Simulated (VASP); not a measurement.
A run of VASP 6.6.1 is set up as follows.

File INCAR:

```
SYSTEM = Sc2Si2Se
PREC     = Accurate       ! precision mode
ENCUT    = 520            ! plane-wave cutoff, eV
EDIFF    = 1E-6           ! SCF threshold, eV
ISMEAR   = 0              ! smearing method
SIGMA    = 0.1            ! smearing width, eV
LREAL    = .FALSE.        ! projectors in reciprocal space
LASPH    = .TRUE.         ! aspherical terms in the spheres
NELM     = 60             ! most SCF steps
ALGO     = Normal         ! electronic algorithm
ISIF     = 2              ! what is computed and relaxed
LWAVE    = .FALSE.        ! write WAVECAR
LCHARG   = .FALSE.        ! write CHGCAR
GGA      = PE             ! functional
NBANDS   = 26             ! bands
```

KPOINTS

```
regular mesh
0
G
  6 6 6
  0 0 0
```

POSCAR

```
Sc2Si2Se
1.0
    0.0000000000      2.7401852800      6.0403149600
    2.7103189300      0.0000000000      6.0403149600
    2.7103189300      2.7401852800      0.0000000000
Sc Si Se
2 2 1
Direct
    0.3612000000      0.3612000000      0.6388000000
    0.6388000000      0.6388000000      0.3612000000
    0.7500000000      0.7500000000      0.7500000000
    0.2500000000      0.2500000000      0.2500000000
    0.0000000000      0.0000000000      0.0000000000
```

Potentials or basis: VASP PAW PBE potentials, release 64 (Sc_sv, Si, Se).

The run is started by

```sh
$ cat potpaw_PBE.64/Sc_sv/POTCAR potpaw_PBE.64/Si/POTCAR potpaw_PBE.64/Se/POTCAR > POTCAR
$ mpirun -np 1 vasp_std > vasp.out
```

(1) Predict the pressure.

(2) Predict the band gap on the k mesh.

(3) Predict the largest force.

Answers

(1) 22.9 GPa.

(2) zero (bands 18 and 19 overlap by 1.44 eV).

(3) 6.397 eV/Å.

Caveat: the cell stands under pressure; forces of over 1 eV/Å act on the atoms, so gaps and moduli don't describe the material at rest.
